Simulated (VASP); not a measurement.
# Mg (Cmcm) in VASP: relaxation of the atoms with PBE

Aim: the relaxation of the atoms of Mg with PBE.

Everything below comes from runs of VASP 6.6.1. Logs are shortened: lines on timing, memory, paths and dates and some standing lists are left out, and cuts for length are marked.

## (1) The cell of the first run

The structure is orthorhombic, space group Cmcm (No. 63). Conventional cell: a = 3.338 Å, b = 5.559 Å, c = 5.210 Å, α = 90.00°, β = 90.00°, γ = 90.00°. Within 4.2 Å of Mg (site symmetry m2m) lie 12 Mg at 3.20 to 3.34 Å.

## (2) Relaxation of the atoms, PBE

Input file INCAR:

```
SYSTEM = Mg
PREC     = Accurate       ! precision mode
ENCUT    = 520            ! plane-wave cutoff, eV
EDIFF    = 1E-6           ! SCF threshold, eV
ISMEAR   = -1             ! smearing method
SIGMA    = 0.05           ! smearing width, eV
LREAL    = .FALSE.        ! projectors in reciprocal space
LASPH    = .TRUE.         ! aspherical terms in the spheres
NELM     = 60             ! most SCF steps
ALGO     = Normal         ! electronic algorithm
ISIF     = 2              ! what is computed and relaxed
LWAVE    = .FALSE.        ! write WAVECAR
LCHARG   = .FALSE.        ! write CHGCAR
GGA      = PE             ! functional
IBRION   = 2              ! ionic algorithm
NSW      = 80             ! ionic steps
EDIFFG   = -0.02          ! ionic threshold
```

Input file KPOINTS:

```
Automatic mesh
0
G
  10 10 5
  0 0 0
```

Input file POSCAR:

```
Mg
1.0
    3.3376720000      0.0000000000      0.0000000000
   -1.6688360000      2.7793353284      0.0000000000
    0.0000000000      0.0000000000      5.2103000000
Mg
2
Direct
    0.6666666667      0.3333333333      0.7500000000
    0.3333333333      0.6666666667      0.2500000000
```

Potentials or basis: VASP PAW PBE potentials, release 64 (Mg).

Launch:

```console
$ cat potpaw_PBE.64/Mg/POTCAR > POTCAR
$ mpirun -np 1 vasp_std > vasp.out
```

OUTCAR:

```text
SYSTEM = Mg
   PREC = Accurate
   ENCUT = 520
   EDIFF = 1E-6
   ISMEAR = -1
   LREAL = .FALSE.
   LASPH = .TRUE.
   NELM = 60
   ISIF = 2
   GGA = PE
   IBRION = 2
   NSW = 80
   EDIFFG = -0.02

 ion  position               nearest neighbor table
   1  0.667  0.333  0.750-   2 3.20   2 3.20   2 3.23   2 3.23   2 3.23   2 3.23
   2  0.333  0.667  0.250-   1 3.20   1 3.20   1 3.23   1 3.23   1 3.23   1 3.23

  Warning from LATTYP: Monoclinic adjustment (A1->A3, A2->A1, A3->A2)!
  LATTYP: Found a base centered orthorhombic cell.
 ALAT       =     3.3376720000
 B/A-ratio  =     1.6654334688
 C/A-ratio  =     1.5610581267

  Lattice vectors:

 A1 = (   1.6688360000,  -2.7793353284,   0.0000000000)
 A2 = (   1.6688360000,   2.7793353284,   0.0000000000)
 A3 = (   0.0000000000,   0.0000000000,   5.2103000000)

Analysis of symmetry for initial positions (statically):
=====================================================================
 Subroutine PRICEL returns:
 Original cell was already a primitive cell.

 Routine SETGRP: Setting up the symmetry group for a
 base centered orthorhombic supercell.

 Subroutine GETGRP returns: Found  8 space group operations
 (whereof  4 operations were pure point group operations)
 out of a pool of  8 trial point group operations.

The static configuration has the point symmetry C_2h.
 The point group associated with its full space group is D_2h.

Analysis of symmetry for dynamics (positions and initial velocities):
=====================================================================
 Subroutine PRICEL returns:
 Original cell was already a primitive cell.

 Routine SETGRP: Setting up the symmetry group for a
 base centered orthorhombic supercell.

 Subroutine GETGRP returns: Found  8 space group operations
 (whereof  4 operations were pure point group operations)
 out of a pool of  8 trial point group operations.

The dynamic configuration has the point symmetry C_2h.
 The point group associated with its full space group is D_2h.

 Subroutine INISYM returns: Found  8 space group operations
 (whereof  4 operations are pure point group operations),
 and found     1 'primitive' translations

----------------------------------------------------------------------------------------

                                     Primitive cell

  volume of cell :      48.3334

  direct lattice vectors                    reciprocal lattice vectors
     3.337672000  0.000000000  0.000000000     0.299610028  0.179899127  0.000000000
    -1.668836000  2.779335328  0.000000000     0.000000000  0.359798255  0.000000000
     0.000000000  0.000000000  5.210300000     0.000000000  0.000000000  0.191927528

  length of vectors
     3.337672000  3.241869594  5.210300000     0.349470835  0.359798255  0.191927528

  position of ions in fractional coordinates (direct lattice)
     0.666666667  0.333333333  0.750000000
     0.333333333  0.666666667  0.250000000

  ion indices of the primitive-cell ions
   primitive index   ion index
                 1           1
                 2           2

----------------------------------------------------------------------------------------

 KPOINTS: Automatic mesh

Automatic generation of k-mesh.
 Grid dimensions read from file:
 generate k-points for:   10   10    5

 Generating k-lattice:

  Cartesian coordinates                     Fractional coordinates (reciprocal lattice)
     0.029961003  0.017989913  0.000000000     0.100000000 -0.000000000  0.000000000
     0.000000000  0.035979825  0.000000000     0.000000000  0.100000000  0.000000000
     0.000000000  0.000000000  0.038385506     0.000000000  0.000000000  0.200000000

  Length of vectors
     0.034947084  0.035979825  0.038385506

  Shift w.r.t. Gamma in fractional coordinates (k-lattice)
     0.000000000  0.000000000  0.000000000

 Subroutine IBZKPT returns following result:
 ===========================================

 Found     93 irreducible k-points:

 Following reciprocal coordinates:
            Coordinates               Weight
  0.000000  0.000000  0.000000      1.000000
  0.100000  0.000000  0.000000      4.000000
  0.200000  0.000000  0.000000      4.000000
  0.300000  0.000000  0.000000      4.000000
  0.400000  0.000000  0.000000      4.000000
  0.500000  0.000000  0.000000      2.000000
[... 16 lines left out ...]
  0.000000  0.300000  0.000000      2.000000
  0.100000  0.300000  0.000000      4.000000
 [... further k-points ...]
   k-points           NKPTS =     93   k-points in BZ     NKDIM =     93   number of bands    NBANDS=      6
   number of dos      NEDOS =    301   number of ions     NIONS =      2
   total plane-waves  NPLWV =  26880
   dimension x,y,z NGX =    28 NGY =   24 NGZ =   40
   dimension x,y,z NGXF=    56 NGYF=   48 NGZF=   80
   ions per type =               2
   NGX,Y,Z   is equivalent  to a cutoff of  13.95, 12.31, 12.76 a.u.
   NGXF,Y,Z  is equivalent  to a cutoff of  27.89, 24.61, 25.53 a.u.
 SYSTEM =  Mg
   PREC   = accura    normal or accurate (medium, high low for compatibility)
   ISTART =      0    job   : 0-new  1-cont  2-samecut
   ICHARG =      2    charge: 1-file 2-atom 10-const
   ISPIN  =      1    spin polarized calculation?
   LNONCOLLINEAR =      F non collinear calculations
   LSORBIT =      F    spin-orbit coupling
   LASPH  =      T    aspherical Exc in radial PAW
   ENCUT  =  520.0 eV  38.22 Ry    6.18 a.u.   6.21  6.03  9.69*2*pi/ulx,y,z
   NELM   =     60;   NELMIN=  2; NELMDL= -5     # of ELM steps
   EDIFF  = 0.1E-05   stopping-criterion for ELM
   LREAL  =      F    real-space projection
   EDIFFG = -.2E-01   stopping-criterion for IOM
   NSW    =     80    number of steps for IOM
   IBRION =      2    ionic relax: 0-MD 1-quasi-New 2-CG
   NFREE  =      1    steps in history (QN), initial steepest desc. (CG)
   ISIF   =      2    stress and relaxation
   ISYM   =      2    0-nonsym 1-usesym 2-fastsym
   POTIM  = 0.5000    time-step for ionic-motion
   TEBEG  =    0.0;   TEEND  =   0.0 temperature during run
   PSTRESS=    0.0 pullay stress
   NELECT =       4.0000    total number of electrons
   NUPDOWN=      -1.0000    fix difference up-down
   EMIN   =  10.00;   EMAX   =-10.00  energy-range for DOS
   EFERMI =   0.00;   METHOD = LEGACY
   ISMEAR =    -1;   SIGMA  =   0.05  broadening in eV -4-tet -1-fermi 0-gaus
   EFERMI_NEDOS =   21; number of points for ismear=-14 and -15
   IALGO  =     38    algorithm
   IMIX   =      4    mixing-type and parameters
     AMIX     =   0.40;   BMIX     =  1.00
     AMIX_MAG =   1.60;   BMIX_MAG =  1.00
  volume/ion in A,a.u.               =      24.17       163.08
  Fermi-wavevector in a.u.,A,eV,Ry     =   0.713421  1.348170  6.924945  0.508969
  Thomas-Fermi vector in A             =   1.801054
   LORBIT       =      0    0 simple, 1 ext, 2 COOP (PROOUT), +10 PAW based schemes
   GGA     = PE    functional components
   LHFCALC =     F    Hartree Fock is set to
   AEXX    =    0.0000 exact exchange contribution
   IVDW    =     0    specifies the selected vdW correction
   LEPSILON=     F    determine dielectric tensor
   LRPA    =     F    only Hartree local field effects (RPA)
 conjugate gradient relaxation of ions
 non-spin polarized calculation
  energy-cutoff  :      520.00
  volume of cell :       48.33
 maximum number of plane-waves:      1315
 NGX is ok and might be reduce to    28
   NGX = 13   NGY = 13   NGZ = 19

--------------------------------------- Ionic step        1  -------------------------------------------

 number of electron       4.0000000 magnetization

 Free energy of the ion-electron system (eV)
  ---------------------------------------------------
  ext. energy  EPLUGINS =         0.00000000
  ---------------------------------------------------
  free energy    TOTEN  =        -2.99012602 eV

  energy without entropy =       -2.98078678  energy(sigma->0) =       -2.98545640

------------------------ aborting loop because EDIFF is reached ----------------------------------------

  FORCE on cell =-STRESS in cart. coord.  units (eV):
  Direction    XX          YY          ZZ          XY          YZ          ZX
  --------------------------------------------------------------------------------------
  -------------------------------------------------------------------------------------
  Total       -0.5764553     -0.7456466     -0.2569619      0.0000000      0.0000000      0.0000000
  in kB      -19.1086007    -24.7170313     -8.5178898      0.0000000      0.0000000      0.0000000
  external PRESSURE =     -17.4478406 kB  Pullay stress =       0.0000000 kB
[... 93 lines left out ...]
  energy  without entropy=       -2.9810897669  energy(sigma->0) =       -2.98575657

--------------------------------------- Ionic step        4  -------------------------------------------

 number of electron       4.0000000 magnetization

 Free energy of the ion-electron system (eV)
  ---------------------------------------------------
  ext. energy  EPLUGINS =         0.00000000
  ---------------------------------------------------
  free energy    TOTEN  =        -2.99070776 eV

  energy without entropy =       -2.98138267  energy(sigma->0) =       -2.98604521

 E-fermi :   2.4123     XC(G=0):  -8.3334

 val. band max:        2.3916390375   @ k =   0.3000   0.0000   0.0000
 cond. band min:       2.4170400552   @ k =   0.0000   0.5000   0.4000
 fundamental gap:      0.0254010177
 Fermi energy:         2.4122708290

 k-point     1 :       0.0000    0.0000    0.0000
  band No.  band energies     occupation
      1      -4.3425      2.00000
      2       0.8708      2.00000
      3       1.3047      2.00000
      4      12.4148      0.00000
      5      12.4430      0.00000
      6      12.9838      0.00000

 k-point     2 :       0.1000    0.0000    0.0000
  band No.  band energies     occupation
      1      -4.1584      2.00000
      2       1.0397      2.00000
      3       1.4841      2.00000
      4       9.8219      0.00000
      5      11.4212      0.00000
      6      12.5051      0.00000
[... 190 lines left out ...]
 k-point    24 :       0.1000    0.3000    0.0000
  band No.  band energies     occupation
      1      -1.8458      2.00000
      2       3.1908      0.00000
      3       3.2355      0.00000
      4       4.3259      0.00000
      5       6.6332      0.00000
      6       8.5962      0.00000

 [... further k-points ...]

------------------------ aborting loop because EDIFF is reached ----------------------------------------

  FORCE on cell =-STRESS in cart. coord.  units (eV):
  Direction    XX          YY          ZZ          XY          YZ          ZX
  --------------------------------------------------------------------------------------
  -------------------------------------------------------------------------------------
  Total       -0.5552895     -0.7700476     -0.2628047      0.0000000      0.0000000      0.0000000
  in kB      -18.4069865    -25.5258855     -8.7115700      0.0000000      0.0000000      0.0000000
  external PRESSURE =     -17.5481473 kB  Pullay stress =       0.0000000 kB
[... 17 lines left out ...]
  FREE ENERGIE OF THE ION-ELECTRON SYSTEM (eV)
  ---------------------------------------------------
  free  energy   TOTEN  =        -2.9907077558 eV

  energy  without entropy=       -2.9813826671  energy(sigma->0) =       -2.98604521

 reached required accuracy - stopping structural energy minimisation
```

Wall time 38 s (1 thread of Oxide Virtual Turin-like, shared host); peak memory 0.14 GiB.

Results:

```
Free energy                  : -2.9907 eV
Energy gained by relaxing    : 0.3 meV/atom
Ionic steps                  : 4
Pressure after relaxing      : -1.8 GPa
Largest force after relaxing : 0.011 eV/Å
Band gap on the k mesh       : zero (band 2 reaches 3.19 eV, above the bottom of band 3 at 1.30 eV)
```

Forces on the atoms (eV/Å):
```
Mg   0.000  0.011  0.000
Mg   0.000 -0.011  0.000
```

Step by step:
| step | energy change (eV) | largest force (eV/Å) | pressure (GPa) |
| --- | --- | --- | --- |
| 1 | 0.0000 | 0.0299 | -1.74 |
| 2 | -0.0001 | 0.0280 | -1.75 |
| 3 | -0.0003 | 0.0224 | -1.75 |
| 4 | -0.0006 | 0.0114 | -1.75 |

Final structure:
```
Mg
1.0
     3.33767    0.00000    0.00000
    -1.66884    2.77934    0.00000
     0.00000    0.00000    5.21030
Mg
2
Direct
  0.66927 0.33853 0.75000
  0.33073 0.66147 0.25000
```

Levels at points of the mesh, in eV from the Fermi level:
| k point | band 1 | band 2 | band 3 | band 4 | band 5 | band 6 |
| --- | --- | --- | --- | --- | --- | --- |
| (0.00, 0.00, 0.00) | -6.75 | -1.54 | -1.11 | 10.00 | 10.03 | 10.57 |
| (0.50, 0.00, 0.00) | -2.30 | -2.21 | 2.48 | 2.93 | 3.16 | 3.51 |
| (0.00, 0.50, 0.00) | -2.00 | -1.99 | 2.77 | 3.14 | 3.36 | 3.77 |
